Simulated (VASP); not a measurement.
# Be (Pm-3m) in VASP: single point with PBE

Aim: the single point of Be with PBE.

Everything below comes from runs of VASP 6.6.1. Logs are shortened: lines on timing, memory, paths and dates and some standing lists are left out, and cuts for length are marked.

## Step 1: The cell of the first run

It takes space group Pm-3m (No. 221, cubic). The conventional cell has a = 2.164 Å, b = 2.164 Å, c = 2.164 Å, α = 90.00°, β = 90.00°, γ = 90.00°. Be (site symmetry m-3m) has 6 Be at 2.16 Å within 2.9 Å.

## Step 2: Single point, PBE

Input file INCAR:

```
SYSTEM = Be
PREC = Accurate
ENCUT = 520
EDIFF = 1E-7
ISMEAR = -1
SIGMA = 0.13605693000000002
LREAL = .False.
LASPH = .True.
NELM = 100
ALGO = Normal
ISIF = 2
LWAVE = .False.
LCHARG = .False.
GGA = PE
NBANDS = 7
```

Input file KPOINTS:

```
regular mesh
0
Gamma
  15 15 15
  0 0 0
```

Input file POSCAR:

```
Be
1.0
    2.1642998481      0.0000000000      0.0000000000
    0.0000000000      2.1642998481      0.0000000000
    0.0000000000      0.0000000000      2.1642998481
Be
1
Direct
    0.0000000000      0.0000000000      0.0000000000
```

Potentials or basis: VASP PAW PBE potentials, release 64 (Be).

Launch:

```
cat potpaw_PBE.64/Be/POTCAR > POTCAR
mpirun -np 1 vasp_std > vasp.out
```

OUTCAR:

```text
SYSTEM = Be
   PREC = Accurate
   ENCUT = 520
   EDIFF = 1E-7
   ISMEAR = -1
   LREAL = .False.
   LASPH = .True.
   NELM = 100
   ISIF = 2
   GGA = PE

 ion  position               nearest neighbor table
   1  0.000  0.000  0.000-

  LATTYP: Found a simple cubic cell.
 ALAT       =     2.1642998481

  Lattice vectors:

 A1 = (   2.1642998481,   0.0000000000,   0.0000000000)
 A2 = (   0.0000000000,   2.1642998481,   0.0000000000)
 A3 = (   0.0000000000,   0.0000000000,   2.1642998481)

Analysis of symmetry for initial positions (statically):
=====================================================================
 Subroutine PRICEL returns:
 Original cell was already a primitive cell.

 Routine SETGRP: Setting up the symmetry group for a
 simple cubic supercell.

 Subroutine GETGRP returns: Found 48 space group operations
 (whereof 48 operations were pure point group operations)
 out of a pool of 48 trial point group operations.

The static configuration has the point symmetry O_h .

Analysis of symmetry for dynamics (positions and initial velocities):
=====================================================================
 Subroutine PRICEL returns:
 Original cell was already a primitive cell.

 Routine SETGRP: Setting up the symmetry group for a
 simple cubic supercell.

 Subroutine GETGRP returns: Found 48 space group operations
 (whereof 48 operations were pure point group operations)
 out of a pool of 48 trial point group operations.

The dynamic configuration has the point symmetry O_h .

 Subroutine INISYM returns: Found 48 space group operations
 (whereof 48 operations are pure point group operations),
 and found     1 'primitive' translations

----------------------------------------------------------------------------------------

                                     Primitive cell

  volume of cell :      10.1380

  direct lattice vectors                    reciprocal lattice vectors
     2.164299848  0.000000000  0.000000000     0.462043187  0.000000000  0.000000000
     0.000000000  2.164299848  0.000000000     0.000000000  0.462043187  0.000000000
     0.000000000  0.000000000  2.164299848     0.000000000  0.000000000  0.462043187

  length of vectors
     2.164299848  2.164299848  2.164299848     0.462043187  0.462043187  0.462043187

  position of ions in fractional coordinates (direct lattice)
     0.000000000  0.000000000  0.000000000

  ion indices of the primitive-cell ions
   primitive index   ion index
                 1           1

----------------------------------------------------------------------------------------

 KPOINTS: regular mesh

Automatic generation of k-mesh.
 Grid dimensions read from file:
 generate k-points for:   15   15   15

 Generating k-lattice:

  Cartesian coordinates                     Fractional coordinates (reciprocal lattice)
     0.030802879  0.000000000  0.000000000     0.066666667  0.000000000  0.000000000
     0.000000000  0.030802879  0.000000000     0.000000000  0.066666667  0.000000000
     0.000000000  0.000000000  0.030802879     0.000000000  0.000000000  0.066666667

  Length of vectors
     0.030802879  0.030802879  0.030802879

  Shift w.r.t. Gamma in fractional coordinates (k-lattice)
     0.000000000  0.000000000  0.000000000

 Subroutine IBZKPT returns following result:
 ===========================================

 Found    120 irreducible k-points:

 Following reciprocal coordinates:
            Coordinates               Weight
  0.000000  0.000000  0.000000      1.000000
  0.066667  0.000000  0.000000      6.000000
  0.133333  0.000000  0.000000      6.000000
  0.200000  0.000000  0.000000      6.000000
  0.266667  0.000000  0.000000      6.000000
  0.333333  0.000000  0.000000      6.000000
[... 16 lines left out ...]
  0.266667  0.200000  0.000000     24.000000
  0.333333  0.200000  0.000000     24.000000
 [... further k-points ...]
   k-points           NKPTS =    120   k-points in BZ     NKDIM =    120   number of bands    NBANDS=      7
   number of dos      NEDOS =    301   number of ions     NIONS =      1
   total plane-waves  NPLWV =   4096
   dimension x,y,z NGX =    16 NGY =   16 NGZ =   16
   dimension x,y,z NGXF=    32 NGYF=   32 NGZF=   32
   ions per type =               1
   NGX,Y,Z   is equivalent  to a cutoff of  12.29, 12.29, 12.29 a.u.
   NGXF,Y,Z  is equivalent  to a cutoff of  24.58, 24.58, 24.58 a.u.
 SYSTEM =  Be
   PREC   = accura    normal or accurate (medium, high low for compatibility)
   ISTART =      0    job   : 0-new  1-cont  2-samecut
   ICHARG =      2    charge: 1-file 2-atom 10-const
   ISPIN  =      1    spin polarized calculation?
   LNONCOLLINEAR =      F non collinear calculations
   LSORBIT =      F    spin-orbit coupling
   LASPH  =      T    aspherical Exc in radial PAW
   ENCUT  =  520.0 eV  38.22 Ry    6.18 a.u.   4.02  4.02  4.02*2*pi/ulx,y,z
   NELM   =    100;   NELMIN=  2; NELMDL= -5     # of ELM steps
   EDIFF  = 0.1E-06   stopping-criterion for ELM
   LREAL  =      F    real-space projection
   EDIFFG = 0.1E-05   stopping-criterion for IOM
   NSW    =      0    number of steps for IOM
   IBRION =     -1    ionic relax: 0-MD 1-quasi-New 2-CG
   NFREE  =      0    steps in history (QN), initial steepest desc. (CG)
   ISIF   =      2    stress and relaxation
   ISYM   =      2    0-nonsym 1-usesym 2-fastsym
   POTIM  = 0.5000    time-step for ionic-motion
   TEBEG  =    0.0;   TEEND  =   0.0 temperature during run
   PSTRESS=    0.0 pullay stress
   NELECT =       2.0000    total number of electrons
   NUPDOWN=      -1.0000    fix difference up-down
   EMIN   =  10.00;   EMAX   =-10.00  energy-range for DOS
   EFERMI =   0.00;   METHOD = LEGACY
   ISMEAR =    -1;   SIGMA  =   0.14  broadening in eV -4-tet -1-fermi 0-gaus
   EFERMI_NEDOS =   21; number of points for ismear=-14 and -15
   IALGO  =     38    algorithm
   IMIX   =      4    mixing-type and parameters
     AMIX     =   0.40;   BMIX     =  1.00
     AMIX_MAG =   1.60;   BMIX_MAG =  1.00
  volume/ion in A,a.u.               =      10.14        68.41
  Fermi-wavevector in a.u.,A,eV,Ry     =   0.953017  1.800941 12.357379  0.908242
  Thomas-Fermi vector in A             =   2.081633
   LORBIT       =      0    0 simple, 1 ext, 2 COOP (PROOUT), +10 PAW based schemes
   GGA     = PE    functional components
[... 5 lines left out ...]
 non-spin polarized calculation
  energy-cutoff  :      520.00
  volume of cell :       10.14
 maximum number of plane-waves:       289
   NGX =  9   NGY =  9   NGZ =  9

 number of electron       2.0000000 magnetization

 Free energy of the ion-electron system (eV)
  ---------------------------------------------------
  ext. energy  EPLUGINS =         0.00000000
  ---------------------------------------------------
  free energy    TOTEN  =        -2.77283069 eV

  energy without entropy =       -2.74911795  energy(sigma->0) =       -2.76097432

 E-fermi :   4.8968     XC(G=0):  -9.7980

 val. band max:        4.8687864904   @ k =   0.4667   0.2667   0.1333
 cond. band min:       4.9249989438   @ k =   0.4000   0.0667   0.0000
 fundamental gap:      0.0562124535
 Fermi energy:         4.8968402549

 k-point     1 :       0.0000    0.0000    0.0000
  band No.  band energies     occupation
      1      -4.8767      2.00000
      2      18.5254      0.00000
      3      18.5254      0.00000
      4      18.5254      0.00000
      5      24.2048      0.00000
      6      24.2048      0.00000
      7      33.0500      0.00000

 k-point     2 :       0.0667    0.0000    0.0000
  band No.  band energies     occupation
      1      -4.7660      2.00000
      2      17.0255      0.00000
      3      18.6362      0.00000
      4      18.6362      0.00000
      5      24.3411      0.00000
      6      25.8537      0.00000
      7      32.9639      0.00000

 k-point     3 :       0.1333    0.0000    0.0000
  band No.  band energies     occupation
      1      -4.4344      2.00000
      2      14.3824      0.00000
      3      18.9632      0.00000
      4      18.9632      0.00000
      5      24.7487      0.00000
      6      28.8040      0.00000
      7      32.8425      0.00000

 k-point     4 :       0.2000    0.0000    0.0000
  band No.  band energies     occupation
      1      -3.8846      2.00000
      2      11.6908      0.00000
      3      19.4887      0.00000
      4      19.4887      0.00000
      5      25.4226      0.00000
      6      30.8245      0.00000
      7      33.7918      0.00000

 k-point     5 :       0.2667    0.0000    0.0000
  band No.  band energies     occupation
      1      -3.1225      2.00000
      2       9.1589      0.00000
      3      20.1757      0.00000
      4      20.1757      0.00000
      5      26.3509      0.00000
      6      30.8018      0.00000
      7      36.5828      0.00000

 k-point     6 :       0.3333    0.0000    0.0000
  band No.  band energies     occupation
      1      -2.1633      2.00000
      2       6.8548      0.00000
      3      20.9521      0.00000
      4      20.9521      0.00000
      5      27.5042      0.00000
      6      30.3769      0.00000
      7      36.3791      0.00000

 k-point     7 :       0.4000    0.0000    0.0000
  band No.  band energies     occupation
      1      -1.0558      2.00000
      2       4.8453      1.18702
      3      21.6836      0.00000
      4      21.6836      0.00000
      5      28.7942      0.00000
      6      30.0042      0.00000
      7      34.5932      0.00000

 k-point     8 :       0.4667    0.0000    0.0000
  band No.  band energies     occupation
      1      -0.0302      2.00000
      2       3.3676      1.99997
      3      22.1549      0.00000
      4      22.1549      0.00000
      5      29.7970      0.00000
      6      29.8902      0.00000
      7      33.5910      0.00000

 k-point     9 :       0.0667    0.0667    0.0000
  band No.  band energies     occupation
      1      -4.6550      2.00000
      2      16.6228      0.00000
      3      17.7383      0.00000
      4      18.7467      0.00000
      5      25.2900      0.00000
      6      26.6065      0.00000
      7      32.8437      0.00000

 k-point    10 :       0.1333    0.0667    0.0000
  band No.  band energies     occupation
      1      -4.3230      2.00000
      2      14.3460      0.00000
      3      17.7795      0.00000
      4      19.0730      0.00000
      5      25.9463      0.00000
      6      29.2417      0.00000
      7      32.6087      0.00000

 k-point    11 :       0.2000    0.0667    0.0000
  band No.  band energies     occupation
      1      -3.7722      2.00000
      2      11.7234      0.00000
      3      18.2940      0.00000
      4      19.5973      0.00000
      5      26.6280      0.00000
      6      30.9005      0.00000
      7      33.6420      0.00000
[... 51 lines left out ...]
 k-point    17 :       0.2000    0.1333    0.0000
  band No.  band energies     occupation
      1      -3.4359      2.00000
      2      11.7010      0.00000
      3      16.2363      0.00000
      4      19.9180      0.00000
      5      28.4423      0.00000
      6      30.7447      0.00000
      7      33.9232      0.00000

 k-point    18 :       0.2667    0.1333    0.0000
  band No.  band energies     occupation
      1      -2.6687      2.00000
      2       9.3640      0.00000
      3      16.8579      0.00000
      4      20.5976      0.00000
      5      28.6733      0.00000
      6      29.8999      0.00000
      7      36.4362      0.00000

 k-point    19 :       0.3333    0.1333    0.0000
  band No.  band energies     occupation
      1      -1.7017      2.00000
      2       7.1387      0.00000
      3      17.7305      0.00000
      4      21.3636      0.00000
      5      27.3142      0.00000
      6      30.5924      0.00000
      7      35.8959      0.00000

 k-point    20 :       0.4000    0.1333    0.0000
  band No.  band energies     occupation
      1      -0.5791      2.00000
      2       5.1574      0.25680
      3      18.6829      0.00000
      4      22.0825      0.00000
      5      25.8276      0.00000
      6      31.5933      0.00000
      7      34.7578      0.00000

 k-point    21 :       0.4667    0.1333    0.0000
  band No.  band energies     occupation
      1       0.4818      2.00000
      2       3.6630      1.99977
      3      19.4143      0.00000
      4      22.5437      0.00000
      5      24.8016      0.00000
      6      32.5912      0.00000
      7      33.7639      0.00000

 k-point    22 :       0.2000    0.2000    0.0000
  band No.  band energies     occupation
      1      -2.8783      2.00000
      2      11.0670      0.00000
      3      14.8779      0.00000
      4      20.4322      0.00000
      5      28.4279      0.00000
      6      30.6764      0.00000
      7      35.7589      0.00000

 k-point    23 :       0.2667    0.2000    0.0000
  band No.  band energies     occupation
      1      -2.1053      2.00000
      2       9.4131      0.00000
      3      14.8604      0.00000
      4      21.1018      0.00000
      5      26.6577      0.00000
      6      31.3913      0.00000
      7      37.8334      0.00000

 k-point    24 :       0.3333    0.2000    0.0000
  band No.  band energies     occupation
      1      -1.1300      2.00000
      2       7.4178      0.00000
      3      15.5606      0.00000
      4      21.8538      0.00000
      5      24.6651      0.00000
      6      32.1650      0.00000
      7      37.4308      0.00000

 [... further k-points ...]
[... 5 lines left out ...]
  --------------------------------------------------------------------------------------
  -------------------------------------------------------------------------------------
  Total        0.0647449      0.0647449      0.0647449      0.0000000      0.0000000      0.0000000
  in kB       10.2320819     10.2320819     10.2320819      0.0000000      0.0000000      0.0000000
  external PRESSURE =      10.2320819 kB  Pullay stress =       0.0000000 kB

 VOLUME and BASIS-vectors are now :
 -----------------------------------------------------------------------------
  energy-cutoff  :      520.00
  volume of cell :       10.14
      direct lattice vectors                 reciprocal lattice vectors
     2.164299848  0.000000000  0.000000000     0.462043187  0.000000000  0.000000000
     0.000000000  2.164299848  0.000000000     0.000000000  0.462043187  0.000000000
     0.000000000  0.000000000  2.164299848     0.000000000  0.000000000  0.462043187

 POSITION                                       TOTAL-FORCE (eV/Angst)
 -----------------------------------------------------------------------------------
      0.00000      0.00000      0.00000         0.000000      0.000000      0.000000
 -----------------------------------------------------------------------------------
    total drift:                               -0.000000     -0.000000     -0.000000

  FREE ENERGIE OF THE ION-ELECTRON SYSTEM (eV)
  ---------------------------------------------------
  free  energy   TOTEN  =        -2.7728306851 eV

  energy  without entropy=       -2.7491179478  energy(sigma->0) =       -2.76097432
```

It took 3 s on 1 thread of Intel Xeon 6975P-C, shared host; peak memory 0.11 GiB.

Results:

| Quantity | Value |
| --- | --- |
| Free energy | -2.7728 eV |
| Pressure | 1.0 GPa |
| Band gap on the k mesh | zero (band 1 reaches 9.79 eV, above the bottom of band 2 at 3.37 eV) |

Levels at points of the mesh, in eV from the Fermi level:
```csv
k point,band 1,band 2,band 3,band 4
"(0.00, 0.00, 0.00)",-9.77,13.63,13.63,13.63
```
